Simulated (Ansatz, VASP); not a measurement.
# Two plane-wave programs on Cd4Se3

```xyz
7
Lattice="4.0921 -0.0002 0.0048 -2.0462 3.5430 -0.0065 0.0158 -0.0137 12.4595" Properties=species:S:1:pos:R:3 pbc="T T T"
Cd   -0.0057    0.0057    4.8700
Cd    4.1142   -0.0176    7.5946
Cd    2.0633    1.1658   10.8305
Cd   -0.0024    2.3639    1.6271
Se    2.0489    1.1787    3.3069
Se    0.0147    2.3514    9.1508
Se   -0.0015   -0.0036   -0.0002
```

Change from the starting cell: cell x1, atoms moved at random (sigma 0.1 Å) and cell strained at random (1.5 %), then relaxed without symmetry.

Alike in both runs: functional PBE; k mesh 6 × 6 × 2; occupations gaussian, width 0.2 eV; no spin polarisation.

Ansatz relaxed the structure, and its values are those at the end. VASP's run is a single point on that final structure, the one shown.

|  | VASP | Ansatz |
| --- | --- | --- |
| version | VASP 6.6.1 | Ansatz 0.2.0 |
| potentials or method | VASP PAW PBE potentials, release 64 (Cd, Se), cutoff 520 eV | scalar-relativistic, plane waves, PAW |
| valence electrons in the cell | 66 | 128 |

```tsv
	VASP	Ansatz	Ansatz less VASP
gap on the k mesh at the Fermi level (eV)	none	none	-
pressure (GPa)	0.2	-0.1	-0.28
rms of the force components (eV/Å)	0.009	0.008	-0.0011
```

A gap of «none» marks a metal or a gap that the smearing closes. VASP's potentials hold 66 valence electrons a cell and Ansatz's 128, so a difference there can come from the potentials and not from the codes.
